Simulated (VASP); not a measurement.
Here is a VASP 6.6.1 calculation.

File INCAR:

```
ALGO = Fast
EDIFF = 1E-6
ENCUT = 520
GGA = PS
ISIF = 2
ISMEAR = 0
LASPH = T
LCHARG = F
LREAL = F
LWAVE = F
NBANDS = 11
NELM = 60
PREC = Accurate
SIGMA = 0.15
```

File KPOINTS:

```
k-points
0
Gamma
  14 14 14
```

Contents of POSCAR:

```
Ca
1.0
    0.0000000000      2.7942000000      2.7942000000
    2.7103740000      0.0000000000      2.7942000000
    2.7103740000      2.7942000000      0.0000000000
Ca
1
Direct
    0.0000000000      0.0000000000      0.0000000000
```

Potentials or basis: VASP PAW PBE potentials, release 64 (Ca_sv).

Run with:

```bash
$ cat potpaw_PBE.64/Ca_sv/POTCAR > POTCAR
$ mpirun -np 1 vasp_std > vasp.out
```

Problem. What does it give for the pressure?

Solution. -0.7 GPa.

Problem. Estimate the band gap on the k mesh.

Solution. Zero (bands 5 and 6 overlap by 0.32 eV).

Stress tensor (GPa, compression positive):
```
-0.55  0.00  0.00
 0.00 -0.75  0.00
 0.00  0.00 -0.75
```

Caveat: the cell differs from its parent crystal (strain -0.0300 x Voigt [1, 0, 0, 0, 0, 0]); the PAW data sets were made with another functional, which shifts forces and pressure a little.
